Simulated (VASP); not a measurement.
Crystal: RbBr3.

```
Rb Br
1.0
    -2.25857    2.25857    6.43700
     2.25857   -2.25857    6.43700
     2.25857    2.25857   -6.43700
Rb Br
1 3
Direct
  0.00000 0.00000 0.00000
  0.75000 0.25000 0.50000
  0.25000 0.75000 0.50000
  0.50000 0.50000 0.00000
```

Base run:

- Program: VASP 6.6.1
- Functional: PBE
- Potentials or basis: VASP PAW PBE potentials, release 64 (Rb_sv, Br)
- Cutoff: 500 eV
- k mesh: 14 × 14 × 14
- Occupations: gaussian, width 0.1 eV
- Spin: no spin polarisation

Its results: band gap on the k mesh zero (bands 15 and 16 overlap by 1.02 eV); pressure 0.7 GPa.

Problem. After a change of settings the same cell gave: band gap on the k mesh zero (filled and empty bands touch); pressure 10.8 GPa. Which change was it?
A. k mesh from 14 × 14 × 14 to 1 × 1 × 1
B. occupations from gaussian, width 0.1 eV to methfessel-paxton, width 0.1 eV
C. k mesh from 14 × 14 × 14 to 7 × 7 × 7; occupations from gaussian, width 0.1 eV to gaussian, width 0.4 eV
D. k mesh from 14 × 14 × 14 to 7 × 7 × 7

Solution. A.

Caveats: some runs use coarse meshes.
